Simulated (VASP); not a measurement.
## Ba: single point with PBE

The system is Ba.

```
CELL_PARAMETERS angstrom
4.40656 -0.17246 0.07916
-2.35264 3.91893 -0.12188
0.07185 -0.08625 4.17667
ATOMIC_POSITIONS crystal
Ba 0.00000 0.00000 0.00000
```

This cell differs from its parent crystal: strained.

```
Program             : VASP 6.6.1
Task                : single point
Functional          : PBE
Potentials or basis : VASP PAW PBE potentials, release 64 (Ba_sv)
Cutoff              : 520 eV
k mesh              : 10 × 10 × 10
Occupations         : gaussian, width 0.1 eV
Spin                : no spin polarisation
```

- Pressure: -0.7 GPa
- Band gap on the k mesh: zero (bands 5 and 6 overlap by 0.42 eV)

Stress tensor (GPa, compression positive):
```
-0.59  0.53  0.13
 0.53 -0.51 -0.16
 0.13 -0.16 -1.06
```

Levels at points of the mesh, in eV from the Fermi level:
```tsv
k point	band 2	band 3	band 4	band 5	band 6	band 7	band 8	band 9
(0.00, 0.00, 0.00)	-14.25	-14.23	-14.21	-2.65	0.17	1.25	2.04	4.14
(0.50, 0.00, 0.00)	-14.65	-14.37	-14.17	-0.84	0.52	0.98	2.39	3.66
(0.00, 0.50, 0.00)	-14.64	-14.31	-14.18	-0.88	0.48	0.78	2.41	3.87
(0.50, 0.50, 0.00)	-14.60	-14.27	-14.19	-0.95	0.43	0.63	2.46	4.02
(0.00, 0.00, 0.50)	-14.66	-14.21	-14.17	-1.00	0.39	1.66	2.39	2.52
(0.50, 0.00, 0.50)	-14.59	-14.58	-14.32	-0.62	0.10	1.65	3.11	3.35
(0.00, 0.50, 0.50)	-14.60	-14.57	-14.27	-0.66	0.12	1.92	2.84	3.22
(0.50, 0.50, 0.50)	-14.61	-14.53	-14.23	-0.66	0.09	2.14	2.64	3.09
```

Run time: 8.8 min on 1 thread of Intel Xeon 8259CL, with other jobs on the host, peak memory 0.51 GiB.

Caveat: the cell differs from its parent crystal (strained); spin-orbit coupling is left out, which moves the levels of the heavy elements.
